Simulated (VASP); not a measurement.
# NaF (Fm-3m) in VASP: single point with PBEsol

Aim: the single point of NaF with PBEsol.

All numbers are computed with VASP 6.6.1; they aren't measurements. Logs are shortened: lines on timing, memory, paths and dates and some standing lists are left out, and cuts for length are marked.

## Step 1: The cell of the first run

The structure is cubic, space group Fm-3m (No. 225). The conventional cell has a = 4.408 Å, b = 4.408 Å, c = 4.408 Å, α = 90.00°, β = 90.00°, γ = 90.00°. Na (site symmetry m-3m) has 6 F at 2.20 Å within 2.9 Å. Within 2.9 Å of F (site symmetry m-3m) lie 6 Na at 2.20 Å.

## Step 2: Single point, PBEsol

Input file INCAR:

```
PREC = Accurate
ENCUT = 1130
EDIFF = 1E-6
ISMEAR = 0
SIGMA = 0.01
LREAL = False
LASPH = True
NELM = 120
ALGO = Normal
ISIF = 2
LWAVE = False
LCHARG = True
GGA = PS
LELF = True
LVHAR = True
NBANDS = 15
GGA_COMPAT = False
```

Input file KPOINTS:

```
Automatic mesh
0
Gamma
  8 8 8
```

Input file POSCAR:

```
NaF
1.0
    2.2042075388      2.2042075388      0.0000000000
   -2.2042075388      2.2042075388      0.0000000000
    0.0000000000      2.2042075388      2.2042075388
Na F
1 1
Direct
    0.0000000000      0.0000000000      0.0000000000
    0.5000000000      0.5000000000      0.0000000000
```

Potentials or basis: VASP PAW PBE potentials, release 64 (Na_sv, F).

The run is started by

```sh
> cat potpaw_PBE.64/Na_sv/POTCAR potpaw_PBE.64/F/POTCAR > POTCAR
> mpirun -np 1 vasp_std > vasp.out
```

OUTCAR:

```text
PREC = Accurate
   ENCUT = 1130
   EDIFF = 1E-6
   ISMEAR = 0
   LREAL = False
   LASPH = True
   NELM = 120
   ISIF = 2
   GGA = PS

 ion  position               nearest neighbor table
   1  0.000  0.000  0.000-
   2  0.500  0.500  0.000-

  LATTYP: Found a face centered cubic cell.
 ALAT       =     4.4084150776

  Lattice vectors:

 A1 = (   0.0000000000,   2.2042075388,   2.2042075388)
 A2 = (   2.2042075388,   0.0000000000,   2.2042075388)
 A3 = (   2.2042075388,   2.2042075388,   0.0000000000)

Analysis of symmetry for initial positions (statically):
=====================================================================
 Subroutine PRICEL returns:
 Original cell was already a primitive cell.

 Routine SETGRP: Setting up the symmetry group for a
 face centered cubic supercell.

 Subroutine GETGRP returns: Found 48 space group operations
 (whereof 48 operations were pure point group operations)
 out of a pool of 48 trial point group operations.

The static configuration has the point symmetry O_h .

Analysis of symmetry for dynamics (positions and initial velocities):
=====================================================================
 Subroutine PRICEL returns:
 Original cell was already a primitive cell.

 Routine SETGRP: Setting up the symmetry group for a
 face centered cubic supercell.

 Subroutine GETGRP returns: Found 48 space group operations
 (whereof 48 operations were pure point group operations)
 out of a pool of 48 trial point group operations.

The dynamic configuration has the point symmetry O_h .

 Subroutine INISYM returns: Found 48 space group operations
 (whereof 48 operations are pure point group operations),
 and found     1 'primitive' translations

----------------------------------------------------------------------------------------

                                     Primitive cell

  volume of cell :      21.4184

  direct lattice vectors                    reciprocal lattice vectors
     2.204207539  2.204207539  0.000000000     0.226838894  0.226838894 -0.226838894
    -2.204207539  2.204207539  0.000000000    -0.226838894  0.226838894 -0.226838894
     0.000000000  2.204207539  2.204207539     0.000000000  0.000000000  0.453677788

  length of vectors
     3.117220196  3.117220196  3.117220196     0.392896489  0.392896489  0.453677788

  position of ions in fractional coordinates (direct lattice)
     0.000000000  0.000000000  0.000000000
     0.500000000  0.500000000  0.000000000

  ion indices of the primitive-cell ions
   primitive index   ion index
                 1           1
                 2           2

----------------------------------------------------------------------------------------

 KPOINTS: Automatic mesh

Automatic generation of k-mesh.
 Grid dimensions read from file:
 generate k-points for:    8    8    8

 Generating k-lattice:

  Cartesian coordinates                     Fractional coordinates (reciprocal lattice)
     0.028354862  0.028354862 -0.028354862     0.125000000  0.000000000  0.000000000
    -0.028354862  0.028354862 -0.028354862     0.000000000  0.125000000  0.000000000
     0.000000000  0.000000000  0.056709723     0.000000000  0.000000000  0.125000000

  Length of vectors
     0.049112061  0.049112061  0.056709723

  Shift w.r.t. Gamma in fractional coordinates (k-lattice)
     0.000000000  0.000000000  0.000000000

 Subroutine IBZKPT returns following result:
 ===========================================

 Found     29 irreducible k-points:

 Following reciprocal coordinates:
            Coordinates               Weight
  0.000000  0.000000  0.000000      1.000000
  0.125000  0.000000  0.000000      8.000000
  0.250000  0.000000  0.000000      8.000000
  0.375000  0.000000  0.000000      8.000000
  0.500000  0.000000  0.000000      4.000000
  0.125000  0.125000  0.000000     12.000000
[... 16 lines left out ...]
  0.375000  0.250000  0.125000     48.000000
  0.500000  0.250000  0.125000     24.000000
 [... further k-points ...]
   k-points           NKPTS =     29   k-points in BZ     NKDIM =     29   number of bands    NBANDS=     15
   number of dos      NEDOS =    301   number of ions     NIONS =      2
   total plane-waves  NPLWV =  46656
   dimension x,y,z NGX =    36 NGY =   36 NGZ =   36
   dimension x,y,z NGXF=    72 NGYF=   72 NGZF=   72
   ions per type =               1   1
   NGX,Y,Z   is equivalent  to a cutoff of  19.20, 19.20, 19.20 a.u.
   NGXF,Y,Z  is equivalent  to a cutoff of  38.40, 38.40, 38.40 a.u.
 SYSTEM =  unknown system
   PREC   = accura    normal or accurate (medium, high low for compatibility)
   ISTART =      0    job   : 0-new  1-cont  2-samecut
   ICHARG =      2    charge: 1-file 2-atom 10-const
   ISPIN  =      1    spin polarized calculation?
   LNONCOLLINEAR =      F non collinear calculations
   LSORBIT =      F    spin-orbit coupling
   LASPH  =      T    aspherical Exc in radial PAW
   ENCUT  = 1130.0 eV  83.05 Ry    9.11 a.u.   8.54  8.54  8.54*2*pi/ulx,y,z
   NELM   =    120;   NELMIN=  2; NELMDL= -5     # of ELM steps
   EDIFF  = 0.1E-05   stopping-criterion for ELM
   LREAL  =      F    real-space projection
   EDIFFG = 0.1E-04   stopping-criterion for IOM
   NSW    =      0    number of steps for IOM
   IBRION =     -1    ionic relax: 0-MD 1-quasi-New 2-CG
   NFREE  =      0    steps in history (QN), initial steepest desc. (CG)
   ISIF   =      2    stress and relaxation
   ISYM   =      2    0-nonsym 1-usesym 2-fastsym
   POTIM  = 0.5000    time-step for ionic-motion
   TEBEG  =    0.0;   TEEND  =   0.0 temperature during run
   PSTRESS=    0.0 pullay stress
   NELECT =      16.0000    total number of electrons
   NUPDOWN=      -1.0000    fix difference up-down
   EMIN   =  10.00;   EMAX   =-10.00  energy-range for DOS
   EFERMI =   0.00;   METHOD = LEGACY
   ISMEAR =     0;   SIGMA  =   0.01  broadening in eV -4-tet -1-fermi 0-gaus
   EFERMI_NEDOS =   21; number of points for ismear=-14 and -15
   IALGO  =     38    algorithm
   IMIX   =      4    mixing-type and parameters
     AMIX     =   0.40;   BMIX     =  1.00
     AMIX_MAG =   1.60;   BMIX_MAG =  1.00
  volume/ion in A,a.u.               =      10.71        72.27
  Fermi-wavevector in a.u.,A,eV,Ry     =   1.485431  2.807057 30.021307  2.206504
  Thomas-Fermi vector in A             =   2.598843
   LORBIT       =      0    0 simple, 1 ext, 2 COOP (PROOUT), +10 PAW based schemes
   GGA     = PS    functional components
   LHFCALC =     F    Hartree Fock is set to
   AEXX    =    0.0000 exact exchange contribution
   IVDW    =     0    specifies the selected vdW correction
   LEPSILON=     F    determine dielectric tensor
   LRPA    =     F    only Hartree local field effects (RPA)
 non-spin polarized calculation
 Gauss-broadening in eV      SIGMA  =   0.01
  energy-cutoff  :     1130.00
  volume of cell :       21.42
 maximum number of plane-waves:      1868
 NGX is ok and might be reduce to    36
   NGX = 17   NGY = 17   NGZ = 17

 number of electron      16.0000002 magnetization

 Free energy of the ion-electron system (eV)
  ---------------------------------------------------
  ext. energy  EPLUGINS =         0.00000000
  ---------------------------------------------------
  free energy    TOTEN  =        -8.68584722 eV

  energy without entropy =       -8.68584722  energy(sigma->0) =       -8.68584722

 E-fermi :  -0.7958     XC(G=0): -10.0662

 val. band max:       -1.0053774764   @ k =   0.0000   0.0000   0.0000
 cond. band min:       6.0174660480   @ k =   0.0000   0.0000   0.0000
 fundamental gap:      7.0228435244
 Fermi energy:        -0.7958072865

 k-point     1 :       0.0000    0.0000    0.0000
  band No.  band energies     occupation
      1     -47.4054      2.00000
      2     -20.3314      2.00000
      3     -19.4146      2.00000
      4     -19.4146      2.00000
      5     -19.4146      2.00000
      6      -1.0054      2.00000
      7      -1.0054      2.00000
      8      -1.0054      2.00000
      9       6.0175      0.00000
     10      18.9461      0.00000
     11      18.9461      0.00000
     12      18.9461      0.00000
     13      21.9056      0.00000
     14      24.5617      0.00000
     15      24.5617      0.00000

 k-point     2 :       0.1250    0.0000    0.0000
  band No.  band energies     occupation
      1     -47.4014      2.00000
      2     -20.4713      2.00000
      3     -19.4174      2.00000
      4     -19.4174      2.00000
      5     -19.2474      2.00000
      6      -1.3706      2.00000
      7      -1.0574      2.00000
      8      -1.0574      2.00000
      9       6.6259      0.00000
     10      17.0693      0.00000
     11      19.2487      0.00000
     12      19.2487      0.00000
     13      24.0769      0.00000
     14      24.0769      0.00000
     15      24.1845      0.00000

 k-point     3 :       0.2500    0.0000    0.0000
  band No.  band energies     occupation
      1     -47.3916      2.00000
      2     -20.7066      2.00000
      3     -19.4236      2.00000
      4     -19.4236      2.00000
      5     -18.9443      2.00000
      6      -2.1150      2.00000
      7      -1.1809      2.00000
      8      -1.1809      2.00000
      9       8.0538      0.00000
     10      14.9531      0.00000
     11      19.9590      0.00000
     12      19.9590      0.00000
     13      23.4622      0.00000
     14      23.4622      0.00000
     15      25.5797      0.00000

 k-point     4 :       0.3750    0.0000    0.0000
  band No.  band energies     occupation
      1     -47.3819      2.00000
      2     -20.8798      2.00000
      3     -19.4299      2.00000
      4     -19.4299      2.00000
      5     -18.7011      2.00000
      6      -2.7421      2.00000
      7      -1.3017      2.00000
      8      -1.3017      2.00000
      9       9.6421      0.00000
     10      13.4225      0.00000
     11      20.5052      0.00000
     12      20.5052      0.00000
     13      23.4727      0.00000
     14      23.4727      0.00000
     15      25.2034      0.00000
[... 307 lines left out ...]
 k-point    22 :       0.2500    0.2500    0.1250
  band No.  band energies     occupation
      1     -47.3845      2.00000
      2     -20.6683      2.00000
      3     -19.4766      2.00000
      4     -19.4373      2.00000
      5     -18.9275      2.00000
      6      -2.2889      2.00000
      7      -1.4004      2.00000
      8      -1.2850      2.00000
      9       9.1600      0.00000
     10      14.2055      0.00000
     11      18.8889      0.00000
     12      20.6000      0.00000
     13      20.7883      0.00000
     14      25.0904      0.00000
     15      28.8770      0.00000

 k-point    23 :       0.3750    0.2500    0.1250
  band No.  band energies     occupation
      1     -47.3768      2.00000
      2     -20.7047      2.00000
      3     -19.5019      2.00000
      4     -19.4537      2.00000
      5     -18.8385      2.00000
      6      -2.5368      2.00000
      7      -1.6284      2.00000
      8      -1.3958      2.00000
      9      10.6581      0.00000
     10      13.3671      0.00000
     11      18.0021      0.00000
     12      19.9610      0.00000
     13      22.0971      0.00000
     14      24.4583      0.00000
     15      29.2663      0.00000

 k-point    24 :       0.5000    0.2500    0.1250
  band No.  band energies     occupation
      1     -47.3736      2.00000
      2     -20.7176      2.00000
      3     -19.5069      2.00000
      4     -19.4664      2.00000
      5     -18.8035      2.00000
      6      -2.6242      2.00000
      7      -1.7291      2.00000
      8      -1.4430      2.00000
      9      11.6199      0.00000
     10      12.7872      0.00000
     11      17.6583      0.00000
     12      19.6716      0.00000
     13      22.8019      0.00000
     14      24.0340      0.00000
     15      29.4305      0.00000

 [... further k-points ...]

------------------------ aborting loop because EDIFF is reached ----------------------------------------

  FORCE on cell =-STRESS in cart. coord.  units (eV):
  Direction    XX          YY          ZZ          XY          YZ          ZX
  --------------------------------------------------------------------------------------
  -------------------------------------------------------------------------------------
  Total        1.3188268      1.3188268      1.3188268      0.0000000      0.0000000     -0.0000000
  in kB       98.6531367     98.6531367     98.6531367      0.0000000      0.0000000     -0.0000000
  external PRESSURE =      98.6531367 kB  Pullay stress =       0.0000000 kB

 VOLUME and BASIS-vectors are now :
 -----------------------------------------------------------------------------
  energy-cutoff  :     1130.00
  volume of cell :       21.42
      direct lattice vectors                 reciprocal lattice vectors
     2.204207539  2.204207539  0.000000000     0.226838894  0.226838894 -0.226838894
    -2.204207539  2.204207539  0.000000000    -0.226838894  0.226838894 -0.226838894
     0.000000000  2.204207539  2.204207539     0.000000000  0.000000000  0.453677788

 POSITION                                       TOTAL-FORCE (eV/Angst)
 -----------------------------------------------------------------------------------
      0.00000      0.00000      0.00000         0.000000      0.000000      0.000000
      0.00000      2.20421      0.00000        -0.000000     -0.000000      0.000000
 -----------------------------------------------------------------------------------
    total drift:                               -0.000000      0.000000     -0.000000

  FREE ENERGIE OF THE ION-ELECTRON SYSTEM (eV)
  ---------------------------------------------------
  free  energy   TOTEN  =        -8.6858472215 eV

  energy  without entropy=       -8.6858472215  energy(sigma->0) =       -8.68584722
```

Run time: 23 s. Hardware: 1 thread of Intel Xeon Platinum 8259CL at 2.50GHz (Skylake/Cascade Lake), shared host; peak memory 0.2 GiB.

Results:

```
Free energy            : -8.6858 eV
Pressure               : 9.9 GPa
Band gap on the k mesh : 7.02 eV
```

Levels at points of the mesh, in eV from the valence-band top:
| k point | band 5 | band 6 | band 7 | band 8 | band 9 | band 10 | band 11 | band 12 |
| --- | --- | --- | --- | --- | --- | --- | --- | --- |
| (0.00, 0.00, 0.00) | -18.41 | 0.00 | 0.00 | 0.00 | 7.02 | 19.95 | 19.95 | 19.95 |
| (0.50, 0.00, 0.00) | -17.60 | -1.97 | -0.35 | -0.35 | 11.55 | 13.65 | 21.64 | 21.64 |
| (0.50, 0.50, 0.00) | -18.50 | -1.54 | -0.49 | -0.49 | 13.60 | 14.27 | 15.08 | 21.66 |

Caveat: the cell stands under pressure; the PAW data sets were made with another functional, which shifts forces and pressure a little.
